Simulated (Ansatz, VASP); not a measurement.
Two plane-wave programs on Ga3SbN2

```xyz
6
Lattice="6.0583 0.0000 0.0000 -3.0291 5.2466 0.0000 0.0000 0.0000 6.9157" Properties=species:S:1:pos:R:3 pbc="T T T"
Ga    3.0291    0.0000    1.6732
Ga   -1.5146    2.6233    1.6732
Ga    1.5146    2.6233    1.6732
Sb    0.0000    0.0000    2.5757
N     0.0000    3.4977    1.1157
N     3.0291    1.7489    1.1157
```

Alike in both runs: functional PBE; k mesh 3 × 3 × 2; occupations gaussian, width 0.1 eV; no spin polarisation.

Ansatz relaxed the structure, and its values are those at the end. VASP's run is a single point on that final structure, the one shown.

```csv
,VASP,Ansatz
version,VASP 6.6.1,Ansatz 0.2.0
potentials or method,"VASP PAW PBE potentials, release 64 (Ga_d, Sb, N), cutoff 520 eV","scalar-relativistic, plane waves, PAW"
valence electrons in the cell,54,64
```

|  | VASP | Ansatz | Ansatz less VASP |
| --- | --- | --- | --- |
| gap on the k mesh at the Fermi level (eV) | 0.61 | 0.61 | +0.007 |
| least direct gap on the mesh (eV) | 0.89 | 0.90 | +0.004 |
| pressure (GPa) | 0.1 | 0.1 | +0.02 |
| rms of the force components (eV/Å) | 0.005 | 0.003 | -0.0024 |

VASP's potentials hold 54 valence electrons a cell and Ansatz's 64, so a difference there can come from the potentials and not from the codes.

The k mesh is coarse, so the values compare programs but aren't converged. Neither program's run includes spin-orbit coupling.
